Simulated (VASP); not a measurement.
# Ni (Im-3m) in VASP: notebook, part 2 of 2

VASP 6.6.1.

## (4) Single point, r2SCAN, collinear spin, ferromagnetic start (volume scaled by 1.04)

POSCAR

```
Ni
1.0
   -1.4006300597      1.4006300597      1.4006300597
    1.4006300597     -1.4006300597      1.4006300597
    1.4006300597      1.4006300597     -1.4006300597
Ni
1
Direct
    0.0000000000      0.0000000000      0.0000000000
```

INCAR.step1

```
SYSTEM = Ni
PREC = Accurate ; ENCUT = 520
ISMEAR = -1 ; SIGMA = 0.05
LREAL = .False. ; LASPH = .True.
NELM = 150 ; ISPIN = 2
MAGMOM = 0.685 ; LMAXMIX = 4
NBANDS = 15 ; GGA = PE
ALGO = Normal ; EDIFF = 1E-4
LWAVE = .True. ; LCHARG = .False.
```

INCAR.step2

```
SYSTEM = Ni
PREC = Accurate ; ENCUT = 520
EDIFF = 1E-7 ; ISMEAR = -1
SIGMA = 0.05 ; LREAL = .False.
LASPH = .True. ; NELM = 150
ALGO = Normal ; ISIF = 2
LWAVE = .False. ; LCHARG = .False.
ISPIN = 2 ; MAGMOM = 0.685
LORBIT = 11 ; LMAXMIX = 4
METAGGA = R2SCAN ; LMIXTAU = .True.
NBANDS = 15 ; ISTART = 1
```

KPOINTS

```
Automatic mesh
0
Gamma
  18 18 18
  0 0 0
```

Potentials or basis: VASP PAW PBE potentials, release 64 (Ni).

Run with:

```
$ cat potpaw_PBE.64/Ni/POTCAR > POTCAR
$ cp INCAR.step1 INCAR
$ mpirun -np 1 vasp_std > vasp.out
$ cp INCAR.step2 INCAR
$ mpirun -np 1 vasp_std > vasp.out
```

OUTCAR:

```text
SYSTEM = Ni
   PREC = Accurate
   ENCUT = 520
   EDIFF = 1E-7
   ISMEAR = -1
   LREAL = .False.
   LASPH = .True.
   NELM = 150
   ISIF = 2
   ISPIN = 2
   LORBIT = 11
   METAGGA = R2SCAN
   ISTART = 1

 ion  position               nearest neighbor table
   1  0.000  0.000  0.000-

  LATTYP: Found a body centered cubic cell.
 ALAT       =     2.8012601194

  Lattice vectors:

 A1 = (  -1.4006300597,   1.4006300597,   1.4006300597)
 A2 = (   1.4006300597,  -1.4006300597,   1.4006300597)
 A3 = (   1.4006300597,   1.4006300597,  -1.4006300597)

[... 1069 lines left out ...]
  -------------------------------------------------------------------------------------
  Total       -0.4890697     -0.4890697     -0.4890697      0.0000000     -0.0000000      0.0000000
  in kB      -71.2936831    -71.2936831    -71.2936831      0.0000000     -0.0000000      0.0000000
  external PRESSURE =     -71.2936831 kB  Pullay stress =       0.0000000 kB

 VOLUME and BASIS-vectors are now :
 -----------------------------------------------------------------------------
  energy-cutoff  :      520.00
  volume of cell :       10.99
      direct lattice vectors                 reciprocal lattice vectors
    -1.400630060  1.400630060  1.400630060     0.000000000  0.356982200  0.356982200
     1.400630060 -1.400630060  1.400630060     0.356982200  0.000000000  0.356982200
     1.400630060  1.400630060 -1.400630060     0.356982200  0.356982200  0.000000000

 POSITION                                       TOTAL-FORCE (eV/Angst)
 -----------------------------------------------------------------------------------
      0.00000      0.00000      0.00000        -0.000000     -0.000000      0.000000
 -----------------------------------------------------------------------------------
    total drift:                                0.000000      0.000000      0.000000

  FREE ENERGIE OF THE ION-ELECTRON SYSTEM (eV)
  ---------------------------------------------------
  free  energy   TOTEN  =       -11.8277398955 eV

  energy  without entropy=      -11.8190532942  energy(sigma->0) =      -11.82339659

 total charge

# of ion       s       p       d       tot
------------------------------------------
    1        0.501   0.493   8.340   9.333

 magnetization (x)

# of ion       s       p       d       tot
------------------------------------------
    1       -0.008  -0.030   0.683   0.645
```

OUTCAR.step1:

```text
SYSTEM = Ni
   PREC = Accurate
   ENCUT = 520
   ISMEAR = -1
   LREAL = .False.
   LASPH = .True.
[... 1103 lines left out ...]
 -----------------------------------------------------------------------------------
      0.00000      0.00000      0.00000         0.000000      0.000000      0.000000
 -----------------------------------------------------------------------------------
    total drift:                                0.000000      0.000000      0.000000

  FREE ENERGIE OF THE ION-ELECTRON SYSTEM (eV)
  ---------------------------------------------------
  free  energy   TOTEN  =        -5.3824109154 eV

  energy  without entropy=       -5.3687931854  energy(sigma->0) =       -5.37560205
```

OSZICAR.step1:

```text
N       E                     dE             d eps       ncg     rms          rms(c)
DAV:   1     0.330867911573E+02    0.33087E+02   -0.42059E+03 12391   0.855E+02
DAV:   2    -0.489373500902E+01   -0.37981E+02   -0.35490E+02 13359   0.162E+02
DAV:   3    -0.634453460651E+01   -0.14508E+01   -0.14232E+01 14297   0.308E+01
DAV:   4    -0.635359078094E+01   -0.90562E-02   -0.90544E-02 14188   0.233E+00
DAV:   5    -0.635370507763E+01   -0.11430E-03   -0.11429E-03 14611   0.235E-01    0.950E+00
DAV:   6    -0.570083934525E+01    0.65287E+00   -0.12512E+01 16992   0.383E+01    0.569E+00
DAV:   7    -0.539847900693E+01    0.30236E+00   -0.22062E+00 15921   0.146E+01    0.191E+00
DAV:   8    -0.538458691396E+01    0.13892E-01   -0.27991E-02 15499   0.112E+00    0.858E-01
DAV:   9    -0.538274041689E+01    0.18465E-02   -0.15226E-03 18292   0.223E-01    0.236E-01
DAV:  10    -0.538242102601E+01    0.31939E-03   -0.25622E-04 13272   0.905E-02    0.509E-02
DAV:  11    -0.538241091541E+01    0.10111E-04   -0.89738E-05 10358   0.678E-02
   1 F= -.53824109E+01 E0= -.53756021E+01  d E =-.136177E-01  mag=     0.5641
```

It took 3.6 min on 1 thread of Intel Xeon Platinum 8259CL at 2.50GHz (Skylake/Cascade Lake), shared host; peak memory 0.17 GiB.

What came out:

* Free energy: -11.8277 eV
* Pressure: -7.1 GPa
* Net moment: 0.62 μB per cell
* Site moments: Ni +0.65 μB
* Valence electrons inside the program's atomic spheres: Ni 9.33

Levels at points of the mesh, in eV from the Fermi level:
Spin up:
| k point | band 1 | band 2 | band 3 | band 4 | band 5 | band 6 | band 7 | band 8 | band 9 | band 10 |
| --- | --- | --- | --- | --- | --- | --- | --- | --- | --- | --- |
| (0.00, 0.00, 0.00) | -9.16 | -2.64 | -2.64 | -2.64 | -1.13 | -1.13 | 27.35 | 27.35 | 27.35 | 32.30 |
| (0.50, 0.00, 0.00) | -4.87 | -3.54 | -1.24 | -0.98 | -0.43 | 0.26 | 6.52 | 19.78 | 20.77 | 24.27 |
| (0.50, 0.50, 0.50) | -4.43 | -4.43 | -0.64 | -0.64 | -0.64 | 10.15 | 10.15 | 10.15 | 15.86 | 15.86 |
Spin down:
```
           k point  band 1  band 2  band 3  band 4  band 5  band 6  band 7  band 8  band 9  band 10
(0.00, 0.00, 0.00)   -9.35   -1.48   -1.48   -1.48   -0.53   -0.53   27.30   27.30   27.30    32.29
(0.50, 0.00, 0.00)   -4.36   -2.50   -0.44   -0.36    0.08    0.90    7.05   19.72   20.98    24.49
(0.50, 0.50, 0.50)   -4.07   -4.07    0.66    0.66    0.66   10.16   10.16   10.16   15.93    15.93
```

Caveat: the PAW data sets were made with another functional, which shifts forces and pressure a little.

## (5) Single point, r2SCAN, collinear spin, ferromagnetic start (volume scaled by 1.08)

POSCAR

```
Ni
1.0
   -1.4183614364      1.4183614364      1.4183614364
    1.4183614364     -1.4183614364      1.4183614364
    1.4183614364      1.4183614364     -1.4183614364
Ni
1
Direct
    0.0000000000      0.0000000000      0.0000000000
```

INCAR.step1

```
  ALGO = Normal
  EDIFF = 1E-4
  ENCUT = 520
  GGA = PE
  ISMEAR = -1
  ISPIN = 2
  LASPH = T
  LCHARG = F
  LMAXMIX = 4
  LREAL = F
  LWAVE = T
  MAGMOM = 0.685
  NBANDS = 15
  NELM = 150
  PREC = Accurate
  SIGMA = 0.05
```

INCAR.step2

```
  ALGO = Normal
  EDIFF = 1E-6
  ENCUT = 520
  ISIF = 2
  ISMEAR = -1
  ISPIN = 2
  ISTART = 1
  LASPH = T
  LCHARG = F
  LMAXMIX = 4
  LMIXTAU = T
  LORBIT = 11
  LREAL = F
  LWAVE = F
  MAGMOM = 0.685
  METAGGA = R2SCAN
  NBANDS = 15
  NELM = 150
  PREC = Accurate
  SIGMA = 0.05
```

KPOINTS

```
k-points
0
Gamma
  18 18 18
```

Potentials or basis: VASP PAW PBE potentials, release 64 (Ni).

Run with:

```
$ cat potpaw_PBE.64/Ni/POTCAR > POTCAR
$ cp INCAR.step1 INCAR
$ mpirun -np 1 vasp_std > vasp.out
$ cp INCAR.step2 INCAR
$ mpirun -np 1 vasp_std > vasp.out
```

OUTCAR:

```text
EDIFF = 1E-6
   ENCUT = 520
   ISIF = 2
   ISMEAR = -1
   ISPIN = 2
   ISTART = 1
   LASPH = T
   LORBIT = 11
   LREAL = F
   METAGGA = R2SCAN
   NELM = 150
   PREC = Accurate

 ion  position               nearest neighbor table
   1  0.000  0.000  0.000-

  LATTYP: Found a body centered cubic cell.
 ALAT       =     2.8367228728

  Lattice vectors:

 A1 = (  -1.4183614364,   1.4183614364,   1.4183614364)
 A2 = (   1.4183614364,  -1.4183614364,   1.4183614364)
 A3 = (   1.4183614364,   1.4183614364,  -1.4183614364)

Analysis of symmetry for initial positions (statically):
=====================================================================
 Subroutine PRICEL returns:
 Original cell was already a primitive cell.

 Routine SETGRP: Setting up the symmetry group for a
 body centered cubic supercell.

 Subroutine GETGRP returns: Found 48 space group operations
 (whereof 48 operations were pure point group operations)
 out of a pool of 48 trial point group operations.

The static configuration has the point symmetry O_h .

Analysis of symmetry for dynamics (positions and initial velocities):
=====================================================================
 Subroutine PRICEL returns:
 Original cell was already a primitive cell.

 Routine SETGRP: Setting up the symmetry group for a
 body centered cubic supercell.

 Subroutine GETGRP returns: Found 48 space group operations
 (whereof 48 operations were pure point group operations)
 out of a pool of 48 trial point group operations.

The dynamic configuration has the point symmetry O_h .

Analysis of structural, dynamic, and magnetic symmetry:
=====================================================================
 Subroutine PRICEL returns:
 Original cell was already a primitive cell.

 Routine SETGRP: Setting up the symmetry group for a
 body centered cubic supercell.

 Subroutine GETGRP returns: Found 48 space group operations
 (whereof 48 operations were pure point group operations)
 out of a pool of 48 trial point group operations.

The overall configuration has the point symmetry O_h .

 Subroutine INISYM returns: Found 48 space group operations
 (whereof 48 operations are pure point group operations),
 and found     1 'primitive' translations

----------------------------------------------------------------------------------------

                                     Primitive cell

  volume of cell :      11.4135

  direct lattice vectors                    reciprocal lattice vectors
    -1.418361436  1.418361436  1.418361436     0.000000000  0.352519455  0.352519455
     1.418361436 -1.418361436  1.418361436     0.352519455  0.000000000  0.352519455
     1.418361436  1.418361436 -1.418361436     0.352519455  0.352519455  0.000000000

  length of vectors
     2.456674071  2.456674071  2.456674071     0.498537794  0.498537794  0.498537794

  position of ions in fractional coordinates (direct lattice)
     0.000000000  0.000000000  0.000000000

  ion indices of the primitive-cell ions
   primitive index   ion index
                 1           1

----------------------------------------------------------------------------------------

 KPOINTS: k-points

Automatic generation of k-mesh.
 Grid dimensions read from file:
 generate k-points for:   18   18   18

[... 65 lines left out ...]
   EDIFFG = 0.1E-04   stopping-criterion for IOM
   NSW    =      0    number of steps for IOM
   IBRION =     -1    ionic relax: 0-MD 1-quasi-New 2-CG
   NFREE  =      0    steps in history (QN), initial steepest desc. (CG)
   ISIF   =      2    stress and relaxation
   ISYM   =      2    0-nonsym 1-usesym 2-fastsym
   POTIM  = 0.5000    time-step for ionic-motion
   TEBEG  =    0.0;   TEEND  =   0.0 temperature during run
   PSTRESS=    0.0 pullay stress
   NELECT =      10.0000    total number of electrons
   NUPDOWN=      -1.0000    fix difference up-down
   EMIN   =  10.00;   EMAX   =-10.00  energy-range for DOS
   EFERMI =   0.00;   METHOD = LEGACY
   ISMEAR =    -1;   SIGMA  =   0.05  broadening in eV -4-tet -1-fermi 0-gaus
   EFERMI_NEDOS =   21; number of points for ismear=-14 and -15
   IALGO  =     38    algorithm
   IMIX   =      4    mixing-type and parameters
     AMIX     =   0.40;   BMIX     =  1.00
     AMIX_MAG =   1.60;   BMIX_MAG =  1.00
  volume/ion in A,a.u.               =      11.41        77.02
  Fermi-wavevector in a.u.,A,eV,Ry     =   1.566515  2.960284 33.388283  2.453970
  Thomas-Fermi vector in A             =   2.668832
   LORBIT       =     11    0 simple, 1 ext, 2 COOP (PROOUT), +10 PAW based schemes
   METAGGA = R2SCAN    functional components
   LHFCALC =     F    Hartree Fock is set to
   AEXX    =    0.0000 exact exchange contribution
   IVDW    =     0    specifies the selected vdW correction
   LEPSILON=     F    determine dielectric tensor
   LRPA    =     F    only Hartree local field effects (RPA)
 spin polarized calculation
  energy-cutoff  :      520.00
  volume of cell :       11.41
 maximum number of plane-waves:       321
   NGX =  9   NGY =  9   NGZ =  9

 number of electron       9.9999993 magnetization       0.6361650

 Free energy of the ion-electron system (eV)
  ---------------------------------------------------
  ext. energy  EPLUGINS =         0.00000000
  ---------------------------------------------------
  free energy    TOTEN  =       -11.80070355 eV

  energy without entropy =      -11.79184543  energy(sigma->0) =      -11.79627449

 E-fermi :   8.4909     XC(G=0): -14.0369

 val. band max:        8.4881623071   @ k =  -0.2778   0.3889   0.1111
 cond. band min:       8.5124124341   @ k =   0.3333   0.0556   0.0556
 fundamental gap:      0.0242501271
 Fermi energy:         8.4908688603

 spin component 1

 k-point     1 :       0.0000    0.0000    0.0000
  band No.  band energies     occupation
      1      -0.4095      1.00000
      2       5.9301      1.00000
      3       5.9304      1.00000
      4       5.9304      1.00000
      5       7.3666      1.00000
      6       7.3666      1.00000
      7      35.4238      0.00000
      8      35.4240      0.00000
      9      35.4240      0.00000
     10      40.1261      0.00000
     11      40.1261      0.00000
     12      40.9019      0.00000
     13      40.9021      0.00000
     14      40.9021      0.00000
[... 403 lines left out ...]
      4       7.2271      1.00000
      5       7.6280      1.00000
      6       9.5759      0.00000
      7      15.7321      0.00000
      8      24.8442      0.00000
      9      28.3210      0.00000
     10      34.0678      0.00000
     11      38.7749      0.00000
     12      42.6837      0.00000
     13      48.0293      0.00000
     14      51.1702      0.00000
     15      52.6629      0.00000

 [... further k-points ...]

 spin component 2

 k-point     1 :       0.0000    0.0000    0.0000
  band No.  band energies     occupation
      1      -0.6029      1.00000
      2       7.1059      1.00000
      3       7.1059      1.00000
      4       7.1061      1.00000
      5       7.9758      0.99997
      6       7.9759      0.99997
      7      35.3679      0.00000
      8      35.3679      0.00000
      9      35.3680      0.00000
     10      40.1131      0.00000
     11      40.1131      0.00000
     12      41.2619      0.00000
     13      41.2619      0.00000
     14      41.2619      0.00000
[... 403 lines left out ...]
      4       8.0472      0.99986
      5       8.4523      0.68384
      6      10.1990      0.00000
      7      16.1470      0.00000
      8      24.9609      0.00000
      9      28.4375      0.00000
     10      34.2106      0.00000
     11      38.9776      0.00000
     12      42.8211      0.00000
     13      48.3896      0.00000
     14      51.9528      0.00000
     15      54.4928      0.00000

 [... further k-points ...]
[... 5 lines left out ...]
  --------------------------------------------------------------------------------------
  -------------------------------------------------------------------------------------
  Total       -0.9275286     -0.9275286     -0.9275286      0.0000000      0.0000000     -0.0000000
  in kB     -130.2018558   -130.2018558   -130.2018558      0.0000000      0.0000000     -0.0000000
  external PRESSURE =    -130.2018558 kB  Pullay stress =       0.0000000 kB

 VOLUME and BASIS-vectors are now :
 -----------------------------------------------------------------------------
  energy-cutoff  :      520.00
  volume of cell :       11.41
      direct lattice vectors                 reciprocal lattice vectors
    -1.418361436  1.418361436  1.418361436     0.000000000  0.352519455  0.352519455
     1.418361436 -1.418361436  1.418361436     0.352519455  0.000000000  0.352519455
     1.418361436  1.418361436 -1.418361436     0.352519455  0.352519455  0.000000000

 POSITION                                       TOTAL-FORCE (eV/Angst)
 -----------------------------------------------------------------------------------
      0.00000      0.00000      0.00000         0.000000      0.000000      0.000000
 -----------------------------------------------------------------------------------
    total drift:                                0.000000      0.000000      0.000000

  FREE ENERGIE OF THE ION-ELECTRON SYSTEM (eV)
  ---------------------------------------------------
  free  energy   TOTEN  =       -11.8007035492 eV

  energy  without entropy=      -11.7918454316  energy(sigma->0) =      -11.79627449

 total charge

# of ion       s       p       d       tot
------------------------------------------
    1        0.485   0.461   8.324   9.270

 magnetization (x)

# of ion       s       p       d       tot
------------------------------------------
    1       -0.009  -0.030   0.699   0.660
```

Run time: 3 min. Hardware: 1 thread of Intel Xeon Platinum 8259CL at 2.50GHz (Skylake/Cascade Lake), shared host; peak memory 0.16 GiB.

What came out:

```yaml
Free_energy: -11.8007 eV
Pressure: -13.0 GPa
Net_moment: 0.64 μB per cell
Site_moments: Ni +0.66 μB
Valence_electrons_inside_the_program's_atomic_spheres: Ni 9.27
```

Caveat: the PAW data sets were made with another functional, which shifts forces and pressure a little.

## (6) Single point, r2SCAN, collinear spin, ferromagnetic start (volume scaled by 1.12)

POSCAR

```
Ni
1.0
   -1.4356602320      1.4356602320      1.4356602320
    1.4356602320     -1.4356602320      1.4356602320
    1.4356602320      1.4356602320     -1.4356602320
Ni
1
Direct
    0.0000000000      0.0000000000      0.0000000000
```

INCAR.step1

```
SYSTEM = Ni
  PREC = Accurate
  ENCUT = 520
  ISMEAR = -1
  SIGMA = 0.05
  LREAL = .False.
  LASPH = .True.
  NELM = 150
  ISPIN = 2
  MAGMOM = 0.685
  LMAXMIX = 4
  NBANDS = 15
  GGA = PE
  ALGO = Normal
  EDIFF = 1E-4
  LWAVE = .True.
  LCHARG = .False.
```

INCAR.step2

```
SYSTEM = Ni
  PREC = Accurate
  ENCUT = 520
  EDIFF = 1E-6
  ISMEAR = -1
  SIGMA = 0.05
  LREAL = .False.
  LASPH = .True.
  NELM = 150
  ALGO = Normal
  ISIF = 2
  LWAVE = .False.
  LCHARG = .False.
  ISPIN = 2
  MAGMOM = 0.685
  LORBIT = 11
  LMAXMIX = 4
  METAGGA = R2SCAN
  LMIXTAU = .True.
  NBANDS = 15
  ISTART = 1
```

KPOINTS

```
regular mesh
0
Gamma
  18 18 18
  0 0 0
```

Potentials or basis: VASP PAW PBE potentials, release 64 (Ni).

Run with:

```
$ cat potpaw_PBE.64/Ni/POTCAR > POTCAR
$ cp INCAR.step1 INCAR
$ mpirun -np 1 vasp_std > vasp.out
$ cp INCAR.step2 INCAR
$ mpirun -np 1 vasp_std > vasp.out
```

It took 3.6 min on 1 thread of Intel Xeon Platinum 8259CL at 2.50GHz (Skylake/Cascade Lake), shared host; peak memory 0.16 GiB.

Results (log left out):

| Item | Value |
| --- | --- |
| Free energy | -11.7593 eV |
| Pressure | -18.1 GPa |
| Net moment | 0.65 μB per cell |
| Site moments | Ni +0.68 μB |
| Valence electrons inside the program's atomic spheres | Ni 9.21 |

Levels at points of the mesh, in eV from the Fermi level:
Spin up:
| k point | band 1 | band 2 | band 3 | band 4 | band 5 | band 6 | band 7 | band 8 | band 9 | band 10 |
| --- | --- | --- | --- | --- | --- | --- | --- | --- | --- | --- |
| (0.00, 0.00, 0.00) | -8.66 | -2.49 | -2.49 | -2.49 | -1.12 | -1.12 | 26.53 | 26.54 | 26.54 | 31.01 |
| (0.50, 0.00, 0.00) | -4.50 | -3.30 | -1.23 | -0.99 | -0.53 | 0.35 | 5.95 | 19.08 | 19.66 | 23.17 |
| (0.50, 0.50, 0.50) | -4.04 | -4.04 | -0.72 | -0.72 | -0.72 | 9.68 | 9.68 | 9.68 | 15.14 | 15.14 |
Spin down:
```tsv
k point	band 3	band 4	band 5	band 6	band 7	band 8
(0.00, 0.00, 0.00)	-1.30	-1.30	-0.50	-0.50	26.47	26.47
(0.50, 0.00, 0.00)	-0.41	-0.35	0.16	0.84	6.48	19.01
(0.50, 0.50, 0.50)	0.63	0.63	0.63	9.68	9.68	9.68
```

Caveat: the PAW data sets were made with another functional, which shifts forces and pressure a little.

## (7) The runs side by side

| cell | gap on the mesh (eV) | pressure (GPa) | moment (μB) |
| --- | --- | --- | --- |
| a = 2.362 Å, angles 109.5°, 1 atom | none | 10.4 | 0.60 |
| a = 2.394 Å, angles 109.5°, 1 atom | none | 0.7 | 0.61 |
| a = 2.426 Å, angles 109.5°, 1 atom | none | -7.1 | 0.62 |
| a = 2.457 Å, angles 109.5°, 1 atom | none | -13.0 | 0.64 |
| a = 2.487 Å, angles 109.5°, 1 atom | none | -18.1 | 0.65 |

Alike in all rows: task single point; level r2SCAN; potentials or basis VASP PAW PBE potentials, release 64 (Ni); spin collinear, ferromagnetic start; k mesh 18 × 18 × 18; cutoff (eV) 520; smearing fermi-dirac 0.05 eV.

Caveats: the PAW data sets were made with another functional, which shifts forces and pressure a little.

Absolute energies hang on the potentials; compare differences alone.
